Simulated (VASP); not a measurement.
Set up this calculation in VASP 6.6.1, as the native input.

```
Task                   : relaxation of cell and atoms
Functional             : revPBE
Potentials or basis    : VASP PAW PBE potentials, release 64 (Cd, S)
Cutoff                 : 600 eV
k mesh                 : 8 × 8 × 8
Occupations            : fermi-dirac, width 0.05 eV
Spin                   : no spin polarisation
Dipole correction      : no
Further INCAR settings : ALGO = Normal; EDIFF = 1e-07; IBRION = 2; EDIFFG = -0.02; NSW = 80; ISIF = 3
```

The structure of CdS (Hawleyite) lies in POSCAR:

```
CdS
1.0
    0.0000000000      2.9165000000      2.9165000000
    2.9165000000      0.0000000000      2.9165000000
    2.9165000000      2.9165000000      0.0000000000
Cd S
1 1
Direct
    0.0000000000      0.0000000000      0.0000000000
    0.7500000000      0.7500000000      0.7500000000
```

The input as run:

INCAR

```
SYSTEM = CdS
  PREC = Accurate
  ENCUT = 600
  EDIFF = 1E-7
  ISMEAR = -1
  SIGMA = 0.05
  LREAL = .FALSE.
  LASPH = .TRUE.
  NELM = 80
  ALGO = Normal
  ISIF = 3
  LWAVE = .FALSE.
  LCHARG = .FALSE.
  GGA = RE
  IBRION = 2
  NSW = 80
  EDIFFG = -0.02
```

KPOINTS

```
regular mesh
0
G
  8 8 8
  0 0 0
```

Potentials or basis: VASP PAW PBE potentials, release 64 (Cd, S).

Launch:

```sh
$ cat potpaw_PBE.64/Cd/POTCAR potpaw_PBE.64/S/POTCAR > POTCAR
$ mpirun -np 1 vasp_std > vasp.out
```

Results of the run:

- Relaxed volume: 26.92 Å³/atom
- Relaxed cell: a = 4.238 Å, b = 4.238 Å, c = 4.238 Å, α = 60.00°, β = 60.00°, γ = 60.00°
- Space group after relaxing (to 0.05 Å): F-43m (No. 216)
- Energy gained by relaxing: 29.3 meV/atom
- Ionic steps: 3
- Pressure after relaxing: 0.0 GPa
- Band gap on the k mesh: 1.10 eV, direct

Caveat: the PAW data sets were made with another functional, which shifts forces and pressure a little.

Run time: 66 s on 1 thread of Intel Xeon 6975P-C (shared host), peak memory 0.22 GiB.
